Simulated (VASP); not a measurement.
**SiC: single point with PBE**

SiC:

```
Si C
1.0
     3.07600    0.00000    0.00000
    -1.53800    2.66389    0.00000
     0.00000    0.00000    5.04800
Si C
2 2
Direct
  0.40585 0.71975 0.96038
  0.66667 0.33333 0.50000
  0.33333 0.66667 0.38500
  0.66667 0.33333 0.88500
```

This cell differs from its parent crystal: atom 1 (Si) moved by (+0.200, -0.200) A along [1 1 0] and z.

- Program: VASP 6.6.1
- Task: single point
- Functional: PBE
- Potentials or basis: VASP PAW PBE potentials, release 64 (Si, C)
- Cutoff: 520 eV
- k mesh: 6 × 6 × 4
- Occupations: gaussian, width 0.05 eV
- Spin: no spin polarisation

* Pressure: 9.4 GPa
* Largest force: 6.507 eV/Å
* Band gap on the k mesh: 1.63 eV, indirect (least direct gap 3.69 eV)

Forces on the atoms (eV/Å):
```
Si  -2.430 -4.112  4.419
Si   0.067  0.071 -0.957
C    0.264  0.251 -1.009
C    2.100  3.790 -2.453
```

Stress tensor (GPa, compression positive):
```
 5.67 -7.06 -0.75
-7.06 23.65 -3.01
-0.75 -3.01 -1.19
```

Levels at points of the mesh, in eV from the valence-band top:
```
           k point  band 6  band 7  band 8  band 9  band 10  band 11
(0.00, 0.00, 0.00)   -0.83   -0.64    0.00    3.69     5.40     5.48
(0.50, 0.00, 0.00)   -4.93   -3.05   -2.21    1.63     3.76     6.11
(0.00, 0.50, 0.00)   -4.14   -3.68   -1.94    1.93     3.89     6.13
(0.50, 0.50, 0.00)   -4.21   -3.49   -1.99    1.73     3.77     6.01
(0.00, 0.00, 0.50)   -1.57   -1.01   -0.96    4.46     5.32     5.70
(0.50, 0.00, 0.50)   -3.10   -2.74   -2.15    2.39     2.78     4.21
(0.00, 0.50, 0.50)   -2.98   -2.69   -2.02    2.12     2.57     4.10
(0.50, 0.50, 0.50)   -3.03   -2.69   -2.04    2.16     2.56     4.07
```

Wall time 34 s on 1 thread of AMD EPYC 7R43 64-Core Processor (Zen 3), on a shared host, peak memory 0.14 GiB.

Caveat: the cell differs from its parent crystal (atom 1 (Si) moved by (+0.200, -0.200) A along [1 1 0] and z); forces of over 1 eV/Å act on the atoms, so gaps and moduli don't describe the material at rest. A k mesh can miss the band edges.
